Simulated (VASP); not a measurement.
# TiHgS3 (Cmcm) in VASP: single point with PBEsol

Aim: the single point of TiHgS3 with PBEsol.

All numbers are computed with VASP 6.6.1; they aren't measurements. Logs are shortened: lines on timing, memory, paths and dates and some standing lists are left out, and cuts for length are marked.

### Step 1. The cell of the first run

Symmetry: Cmcm, No. 63, orthorhombic system. Conventional cell: a = 3.421 Å, b = 13.739 Å, c = 7.707 Å, α = 90.00°, β = 90.00°, γ = 90.00°. Ti (site symmetry m2m) has 8 S at 2.49 to 2.62 Å and 2 Ti at 3.42 Å within 3.5 Å. Hg (site symmetry 2/m) has 6 S at 2.41 to 2.99 Å within 3.2 Å. S (site symmetry m2m) has 2 Hg at 2.41 Å and 2 Ti at 2.53 Å and 8 S at 3.14 to 3.42 Å within 3.5 Å. S (site symmetry m) has 3 Ti at 2.49 to 2.62 Å and 8 S at 2.79 to 3.42 Å and 2 Hg at 2.99 Å within 3.5 Å.

### Step 2. Single point, PBEsol

Input file INCAR:

```
PREC = Accurate ; ENCUT = 520
EDIFF = 1E-6 ; ISMEAR = -1
SIGMA = 0.03 ; LREAL = False
LASPH = True ; NELM = 60
ALGO = Normal ; ISIF = 2
LWAVE = False ; LCHARG = False
GGA = PS ; NBANDS = 53
```

Input file KPOINTS:

```
regular mesh
0
Gamma
  6 6 2
```

Input file POSCAR:

```
TiHgS3
1.0
    1.7105752042     -6.8696379940      0.0000000000
    1.7105752042      6.8696379940      0.0000000000
    0.0000000000      0.0000000000      7.7066822854
Ti Hg S
2 2 6
Direct
    0.2586838614      0.7413161386      0.7500000000
    0.7413161386      0.2586838614      0.2500000000
    0.0000000000      0.0000000000      0.0000000000
    0.0000000000      0.0000000000      0.5000000000
    0.8942271337      0.1057728663      0.7500000000
    0.1057728663      0.8942271337      0.2500000000
    0.3253454039      0.6746545961      0.0689785286
    0.6746545961      0.3253454039      0.9310214714
    0.3253454039      0.6746545961      0.4310214714
    0.6746545961      0.3253454039      0.5689785286
```

Potentials or basis: VASP PAW PBE potentials, release 64 (Ti_sv, Hg, S).

Command:

```sh
$ cat potpaw_PBE.64/Ti_sv/POTCAR potpaw_PBE.64/Hg/POTCAR potpaw_PBE.64/S/POTCAR > POTCAR
$ mpirun -np 1 vasp_std > vasp.out
```

OUTCAR:

```text
PREC = Accurate
   ENCUT = 520
   EDIFF = 1E-6
   ISMEAR = -1
   LREAL = False
   LASPH = True
   NELM = 60
   ISIF = 2
   GGA = PS

 ion  position               nearest neighbor table
   1  0.259  0.741  0.750-   8 2.49  10 2.49   8 2.49  10 2.49   5 2.53   5 2.53   9 2.62   7 2.62

   2  0.741  0.259  0.250-   7 2.49   9 2.49   7 2.49   9 2.49   6 2.53   6 2.53  10 2.62   8 2.62

   3  0.000  0.000  0.000-   5 2.41   6 2.41   8 2.99   7 2.99   8 2.99   7 2.99   4 3.85   4 3.85

   4  0.000  0.000  0.500-   5 2.41   6 2.41  10 2.99   9 2.99  10 2.99   9 2.99   3 3.85   3 3.85

   5  0.894  0.106  0.750-   3 2.41   4 2.41   1 2.53   1 2.53
   6  0.106  0.894  0.250-   3 2.41   4 2.41   2 2.53   2 2.53
   7  0.325  0.675  0.069-   2 2.49   2 2.49   1 2.62   9 2.79   3 2.99   3 2.99
   8  0.675  0.325  0.931-   1 2.49   1 2.49   2 2.62  10 2.79   3 2.99   3 2.99
   9  0.325  0.675  0.431-   2 2.49   2 2.49   1 2.62   7 2.79   4 2.99   4 2.99
  10  0.675  0.325  0.569-   1 2.49   1 2.49   2 2.62   8 2.79   4 2.99   4 2.99

  LATTYP: Found a base centered orthorhombic cell.
 ALAT       =     3.4211504084
 B/A-ratio  =     4.0159812776
 C/A-ratio  =     2.2526581312

  Lattice vectors:

 A1 = (   1.7105752042,  -6.8696379940,   0.0000000000)
 A2 = (   1.7105752042,   6.8696379940,   0.0000000000)
 A3 = (   0.0000000000,   0.0000000000,   7.7066822854)

Analysis of symmetry for initial positions (statically):
=====================================================================
 Subroutine PRICEL returns:
 Original cell was already a primitive cell.

 Routine SETGRP: Setting up the symmetry group for a
 base centered orthorhombic supercell.

 Subroutine GETGRP returns: Found  8 space group operations
 (whereof  4 operations were pure point group operations)
 out of a pool of  8 trial point group operations.

The static configuration has the point symmetry C_2h.
 The point group associated with its full space group is D_2h.

Analysis of symmetry for dynamics (positions and initial velocities):
=====================================================================
 Subroutine PRICEL returns:
 Original cell was already a primitive cell.

 Routine SETGRP: Setting up the symmetry group for a
 base centered orthorhombic supercell.

 Subroutine GETGRP returns: Found  8 space group operations
 (whereof  4 operations were pure point group operations)
 out of a pool of  8 trial point group operations.

The dynamic configuration has the point symmetry C_2h.
 The point group associated with its full space group is D_2h.

 Subroutine INISYM returns: Found  8 space group operations
 (whereof  4 operations are pure point group operations),
 and found     1 'primitive' translations

----------------------------------------------------------------------------------------

                                     Primitive cell

  volume of cell :     181.1229

  direct lattice vectors                    reciprocal lattice vectors
     1.710575204 -6.869637994  0.000000000     0.292299338 -0.072784039  0.000000000
     1.710575204  6.869637994  0.000000000     0.292299338  0.072784039  0.000000000
     0.000000000  0.000000000  7.706682285     0.000000000  0.000000000  0.129757522

  length of vectors
     7.079406310  7.079406310  7.706682285     0.301224865  0.301224865  0.129757522

  position of ions in fractional coordinates (direct lattice)
     0.258683861  0.741316139  0.750000000
     0.741316139  0.258683861  0.250000000
     0.000000000  0.000000000  0.000000000
     0.000000000  0.000000000  0.500000000
     0.894227134  0.105772866  0.750000000
     0.105772866  0.894227134  0.250000000
     0.325345404  0.674654596  0.068978529
     0.674654596  0.325345404  0.931021471
     0.325345404  0.674654596  0.431021471
     0.674654596  0.325345404  0.568978529

  ion indices of the primitive-cell ions
   primitive index   ion index
                 1           1
                 2           2
                 3           3
                 4           4
                 5           5
                 6           6
                 7           7
                 8           8
                 9           9
                10          10

----------------------------------------------------------------------------------------

 KPOINTS: regular mesh

Automatic generation of k-mesh.
 Grid dimensions read from file:
 generate k-points for:    6    6    2

 Generating k-lattice:

  Cartesian coordinates                     Fractional coordinates (reciprocal lattice)
     0.048716556 -0.012130673  0.000000000     0.166666667  0.000000000  0.000000000
     0.048716556  0.012130673  0.000000000     0.000000000  0.166666667  0.000000000
     0.000000000  0.000000000  0.064878761     0.000000000  0.000000000  0.500000000

  Length of vectors
     0.050204144  0.050204144  0.064878761

  Shift w.r.t. Gamma in fractional coordinates (k-lattice)
     0.000000000  0.000000000  0.000000000

 Subroutine IBZKPT returns following result:
 ===========================================

 Found     26 irreducible k-points:

 Following reciprocal coordinates:
            Coordinates               Weight
  0.000000  0.000000  0.000000      1.000000
  0.166667  0.000000  0.000000      4.000000
  0.333333  0.000000  0.000000      4.000000
  0.500000  0.000000  0.000000      2.000000
  0.166667  0.166667  0.000000      2.000000
  0.333333  0.166667  0.000000      4.000000
[... 16 lines left out ...]
  0.333333  0.333333  0.500000      2.000000
  0.500000  0.333333  0.500000      4.000000
 [... further k-points ...]
   k-points           NKPTS =     26   k-points in BZ     NKDIM =     26   number of bands    NBANDS=     53
   number of dos      NEDOS =    301   number of ions     NIONS =     10
   total plane-waves  NPLWV = 174960
   dimension x,y,z NGX =    54 NGY =   54 NGZ =   60
   dimension x,y,z NGXF=   108 NGYF=  108 NGZF=  120
   ions per type =               2   2   6
   NGX,Y,Z   is equivalent  to a cutoff of  12.68, 12.68, 12.94 a.u.
   NGXF,Y,Z  is equivalent  to a cutoff of  25.36, 25.36, 25.89 a.u.
 SYSTEM =  unknown system
   PREC   = accura    normal or accurate (medium, high low for compatibility)
   ISTART =      0    job   : 0-new  1-cont  2-samecut
   ICHARG =      2    charge: 1-file 2-atom 10-const
   ISPIN  =      1    spin polarized calculation?
   LNONCOLLINEAR =      F non collinear calculations
   LSORBIT =      F    spin-orbit coupling
   LASPH  =      T    aspherical Exc in radial PAW
   ENCUT  =  520.0 eV  38.22 Ry    6.18 a.u.  13.16 13.16 14.33*2*pi/ulx,y,z
   NELM   =     60;   NELMIN=  2; NELMDL= -5     # of ELM steps
   EDIFF  = 0.1E-05   stopping-criterion for ELM
   LREAL  =      F    real-space projection
   EDIFFG = 0.1E-04   stopping-criterion for IOM
   NSW    =      0    number of steps for IOM
   IBRION =     -1    ionic relax: 0-MD 1-quasi-New 2-CG
   NFREE  =      0    steps in history (QN), initial steepest desc. (CG)
   ISIF   =      2    stress and relaxation
   ISYM   =      2    0-nonsym 1-usesym 2-fastsym
   POTIM  = 0.5000    time-step for ionic-motion
   TEBEG  =    0.0;   TEEND  =   0.0 temperature during run
   PSTRESS=    0.0 pullay stress
   NELECT =      84.0000    total number of electrons
   NUPDOWN=      -1.0000    fix difference up-down
   EMIN   =  10.00;   EMAX   =-10.00  energy-range for DOS
   EFERMI =   0.00;   METHOD = LEGACY
   ISMEAR =    -1;   SIGMA  =   0.03  broadening in eV -4-tet -1-fermi 0-gaus
   EFERMI_NEDOS =   21; number of points for ismear=-14 and -15
   IALGO  =     38    algorithm
   IMIX   =      4    mixing-type and parameters
     AMIX     =   0.40;   BMIX     =  1.00
     AMIX_MAG =   1.60;   BMIX_MAG =  1.00
  volume/ion in A,a.u.               =      18.11       122.23
  Fermi-wavevector in a.u.,A,eV,Ry     =   1.267195  2.394651 21.848005  1.605783
  Thomas-Fermi vector in A             =   2.400356
   LORBIT       =      0    0 simple, 1 ext, 2 COOP (PROOUT), +10 PAW based schemes
   GGA     = PS    functional components
   LHFCALC =     F    Hartree Fock is set to
   AEXX    =    0.0000 exact exchange contribution
   IVDW    =     0    specifies the selected vdW correction
   LEPSILON=     F    determine dielectric tensor
   LRPA    =     F    only Hartree local field effects (RPA)
 non-spin polarized calculation
  energy-cutoff  :      520.00
  volume of cell :      181.12
 maximum number of plane-waves:      4911
 NGX is ok and might be reduce to    54
   NGX = 27   NGY = 27   NGZ = 29

 number of electron      84.0000008 magnetization

 Free energy of the ion-electron system (eV)
  ---------------------------------------------------
  ext. energy  EPLUGINS =         0.00000000
  ---------------------------------------------------
  free energy    TOTEN  =       -52.05196399 eV

  energy without entropy =      -52.04837097  energy(sigma->0) =      -52.05016748

 E-fermi :   6.1429     XC(G=0): -10.9307

 val. band max:        5.9257647949   @ k =   0.0000   0.0000   0.0000
 cond. band min:       6.1661613561   @ k =  -0.3333   0.3333   0.0000
 fundamental gap:      0.2403965611
 Fermi energy:         6.1428657065

 k-point     1 :       0.0000    0.0000    0.0000
  band No.  band energies     occupation
      1     -51.0709      2.00000
      2     -51.0702      2.00000
      3     -27.5156      2.00000
      4     -27.5129      2.00000
      5     -27.4377      2.00000
      6     -27.4355      2.00000
[... 45 lines left out ...]
     52       8.9183      0.00000
     53       9.1826      0.00000

 k-point     2 :       0.1667    0.0000    0.0000
  band No.  band energies     occupation
      1     -51.0693      2.00000
      2     -51.0687      2.00000
      3     -27.5119      2.00000
      4     -27.5097      2.00000
      5     -27.4614      2.00000
      6     -27.4595      2.00000
[... 1224 lines left out ...]
 k-point    24 :       0.5000    0.3333    0.5000
  band No.  band energies     occupation
      1     -51.0690      2.00000
      2     -51.0690      2.00000
      3     -27.5108      2.00000
      4     -27.5108      2.00000
      5     -27.4605      2.00000
      6     -27.4605      2.00000
[... 45 lines left out ...]
     52       8.9806      0.00000
     53       9.1640      0.00000

 [... further k-points ...]

------------------------ aborting loop because EDIFF is reached ----------------------------------------

  FORCE on cell =-STRESS in cart. coord.  units (eV):
  Direction    XX          YY          ZZ          XY          YZ          ZX
  --------------------------------------------------------------------------------------
  -------------------------------------------------------------------------------------
  Total        0.1205159      0.4733668      0.5558717      0.0000000      0.0000000      0.0000000
  in kB        1.0660598      4.1873080      4.9171301      0.0000000      0.0000000      0.0000000
  external PRESSURE =       3.3901659 kB  Pullay stress =       0.0000000 kB

 VOLUME and BASIS-vectors are now :
 -----------------------------------------------------------------------------
  energy-cutoff  :      520.00
  volume of cell :      181.12
      direct lattice vectors                 reciprocal lattice vectors
     1.710575204 -6.869637994  0.000000000     0.292299338 -0.072784039  0.000000000
     1.710575204  6.869637994  0.000000000     0.292299338  0.072784039  0.000000000
     0.000000000  0.000000000  7.706682285     0.000000000  0.000000000  0.129757522

 POSITION                                       TOTAL-FORCE (eV/Angst)
 -----------------------------------------------------------------------------------
      1.71058      3.31551      5.78001        -0.000000      0.006320      0.000000
      1.71058     -3.31551      1.92667        -0.000000     -0.006320      0.000000
      0.00000      0.00000      0.00000        -0.000000      0.000000      0.000000
      0.00000      0.00000      3.85334         0.000000      0.000000      0.000000
      1.71058     -5.41640      5.78001        -0.000000      0.085475     -0.000000
      1.71058      5.41640      1.92667        -0.000000     -0.085475      0.000000
      1.71058      2.39963      0.53160        -0.000000      0.011708     -0.000368
      1.71058     -2.39963      7.17509        -0.000000     -0.011708      0.000368
      1.71058      2.39963      3.32175        -0.000000      0.011708      0.000368
      1.71058     -2.39963      4.38494        -0.000000     -0.011708     -0.000368
 -----------------------------------------------------------------------------------
    total drift:                               -0.000000     -0.000000     -0.000000

  FREE ENERGIE OF THE ION-ELECTRON SYSTEM (eV)
  ---------------------------------------------------
  free  energy   TOTEN  =       -52.0519639873 eV

  energy  without entropy=      -52.0483709729  energy(sigma->0) =      -52.05016748
```

It took 7.2 min on 1 thread of Intel Xeon Platinum 8375C at 2.90GHz (Ice Lake), shared host; peak memory 0.55 GiB.

What came out:

| Quantity | Value |
| --- | --- |
| Free energy | -52.0520 eV |
| Pressure | 0.3 GPa |
| Largest force | 0.085 eV/Å |
| Band gap on the k mesh | zero (bands 42 and 43 overlap by 0.36 eV) |

Forces on the atoms (eV/Å):
```
Ti   0.000  0.006  0.000
Ti   0.000 -0.006  0.000
Hg   0.000  0.000  0.000
Hg   0.000  0.000  0.000
S    0.000  0.085  0.000
S    0.000 -0.085  0.000
S    0.000  0.012  0.000
S    0.000 -0.012  0.000
S    0.000  0.012  0.000
S    0.000 -0.012  0.000
```

Caveat: the k points lie up to 0.41 Å⁻¹ apart; the PAW data sets were made with another functional, which shifts forces and pressure a little; spin-orbit coupling is left out, which moves the levels of the heavy elements.
